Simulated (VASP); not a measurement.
## MgS: single point with PBE-based screened hybrid

MgS:

```
Mg S
1.0
     0.00000    2.60152    2.60152
     2.60152    0.00000    2.60152
     2.60152    2.60152    0.00000
Mg S
1 1
Direct
  0.00000 0.00000 0.00000
  0.50000 0.50000 0.50000
```

```json
{
  "Program": "VASP 6.6.1",
  "Task": "single point",
  "Functional": "PBE-based screened hybrid",
  "Potentials or basis": "VASP PAW PBE potentials, release 64 (Mg, S)",
  "Cutoff": "520 eV",
  "k mesh": "4 × 4 × 4",
  "Occupations": "gaussian, width 0.01 eV",
  "Spin": "no spin polarisation"
}
```

```
Pressure               : 0.7 GPa
Band gap on the k mesh : 3.06 eV, indirect (least direct gap 4.05 eV)
```

Levels at points of the mesh, in eV from the valence-band top:
```
           k point  band 1  band 2  band 3  band 4  band 5  band 6  band 7  band 8  band 9
(0.00, 0.00, 0.00)  -13.15    0.00    0.00    0.00    4.05    8.31    8.31    8.31   10.77
(0.50, 0.00, 0.00)  -11.80   -4.99   -0.61   -0.61    4.86    7.25    7.25   10.58   12.59
(0.50, 0.50, 0.00)  -11.41   -4.34   -1.74   -1.74    3.06    4.67   12.51   13.30   13.87
```

Run time: 5.7 min on 1 thread of AMD EPYC 7571, on a shared host, peak memory 0.23 GiB.

Caveat: the k points lie up to 0.52 Å⁻¹ apart; the PAW data sets were made with another functional, which shifts forces and pressure a little. A k mesh can miss the band edges.
